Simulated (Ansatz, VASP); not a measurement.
**ScIn3N2 in VASP and in Ansatz**

INCAR

```
SYSTEM = ScIn3N2
ALGO     = Normal         ! electronic algorithm
EDIFF    = 1E-6           ! SCF threshold, eV
ENCUT    = 520            ! plane-wave cutoff, eV
GGA      = PE             ! functional
ISIF     = 2              ! what is computed and relaxed
ISMEAR   = 0              ! smearing method
ISPIN    = 2              ! spin polarisation
LASPH    = .TRUE.         ! aspherical terms in the spheres
LCHARG   = .FALSE.        ! write CHGCAR
LMAXMIX  = 4              ! l up to which the mixer works
LORBIT   = 11             ! projections on sites
LREAL    = .FALSE.        ! projectors in reciprocal space
LWAVE    = .FALSE.        ! write WAVECAR
MAGMOM   = 0 0 0 0 1 1    ! initial moments
NBANDS   = 43             ! bands
NELM     = 150            ! most SCF steps
PREC     = Accurate       ! precision mode
SIGMA    = 0.1            ! smearing width, eV
```

KPOINTS

```
k-points
0
G
  6 6 2
  0 0 0
```

Contents of POSCAR:

```
ScIn3N2
1.0
    3.1252039513      0.0000000000      0.0000000000
    0.0000000000      3.1252039513      0.0000000000
    0.0000000000      0.0000000000     11.4607072626
Sc In N
1 3 2
Direct
    0.5000000000      0.5000000000      0.0896706303
    0.0000000000      0.0000000000      0.5698583496
    0.0000000000      0.0000000000      0.3056848262
    0.5000000000      0.5000000000      0.8167225606
    0.0000000000      0.0000000000      0.1022206328
    0.5000000000      0.5000000000      0.6158430105
```

Input for Ansatz:

```yaml
crystal:
  lattice:
    - [3.1252039513, 0.0, 0.0]
    - [0.0, 3.1252039513, 0.0]
    - [0.0, 0.0, 11.4607072626]
  atoms:
    - { symbol: Sc, position: [0.5, 0.5, 0.0896706303] }
    - { symbol: In, position: [0.0, 0.0, 0.5698583496] }
    - { symbol: In, position: [0.0, 0.0, 0.3056848262] }
    - { symbol: In, position: [0.5, 0.5, 0.8167225606] }
    - { symbol: "N", position: [0.0, 0.0, 0.1022206328], spin: 1.0 }
    - { symbol: "N", position: [0.5, 0.5, 0.6158430105], spin: 1.0 }
basis:
  ecutwfc: 420
kpoints:
  mp_grid: { grid: [6, 6, 2] }
hamiltonian:
  xc: pbe
scf:
  occupations: { method: gaussian, width: 0.1 }
  lower_state_search: "off"
output:
  forces: true
  stress: true
  eigenvalues: true
  populations: true
magnetization:
  spin_polarized: true
```

Change from the starting cell: species swapped into the MnAl2Cr3 type (P4mm, No. 99).

Alike in both runs: task single point; functional PBE; k mesh 6 × 6 × 2; occupations gaussian, width 0.1 eV; collinear spin.

|  | VASP | Ansatz |
| --- | --- | --- |
| version | VASP 6.6.1 | Ansatz 0.2.0 |
| potentials or method | VASP PAW PBE potentials, release 64 (Sc_sv, In_d, N), cutoff 520 eV | scalar-relativistic, plane waves, PAW |
| valence electrons in the cell | 60 | 60 |

Ansatz gave:

```
gap on the k mesh at the Fermi level (eV)                     : none
pressure (GPa)                                                : 0.2
traceless stress, the component that is largest in VASP (GPa) : -0.13
rms of the force components (eV/Å)                            : 0.161
net moment per atom (μB)                                      : 0.00
```

Problem. What did VASP give for the same quantities?

Solution. gap on the k mesh at the Fermi level (eV): none; pressure (GPa): 0.4; traceless stress, the component that is largest in VASP (GPa): -0.30; rms of the force components (eV/Å): 0.161; net moment per atom (μB): 0.00.

Atom by atom the forces differ by 0.006 eV/Å (rms over components). A gap of «none» marks a metal or a gap that the smearing closes. With one functional, cell and mesh, what is left measures potentials, basis and numerics. Ansatz's warnings: seeded moment not kept.
